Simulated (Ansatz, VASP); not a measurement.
# One calculation of Si3Ge, two programs

```xyz
4
Lattice="3.8881 0.0000 0.0000 0.0000 3.8881 0.0000 0.0000 0.0000 5.4837" Properties=species:S:1:pos:R:3 pbc="T T T"
Si    1.9440    0.0000    4.1395
Si    1.9440    1.9440    0.0000
Si    0.0000    1.9440    1.3442
Ge    0.0000    0.0000    2.7418
```

Alike in both runs: task single point; functional PBE-based screened hybrid; k mesh 4 × 4 × 2; no spin polarisation.

|  | VASP | Ansatz |
| --- | --- | --- |
| version | VASP 6.6.1 | Ansatz 0.2.0 |
| potentials or method | VASP PAW PBE potentials, release 64 (Si, Ge_d) | plane waves |
| plane-wave cutoff (eV) | 520 | 420 |
| occupations | gaussian, width 0.01 eV | fixed |
| valence electrons in the cell | 26 | 26 |

Ansatz gave:

* gap on the k mesh at the Fermi level (eV): 4.18
* pressure (GPa): -4.7
* traceless stress, the component that is largest in VASP (GPa): -0.52
* rms of the force components (eV/Å): 0.038

Problem. What did VASP give for the same quantities?

Solution. gap on the k mesh at the Fermi level (eV): 4.29; pressure (GPa): -6.2; traceless stress, the component that is largest in VASP (GPa): -0.39; rms of the force components (eV/Å): 0.017.

VASP's potentials were made for PBE, not for PBE-based screened hybrid. Atom by atom the forces differ by 0.021 eV/Å (rms over components). Ansatz's warnings: stress exchange threshold loose, stress scf threshold loose.

The k mesh is coarse, so the values compare programs but aren't converged.
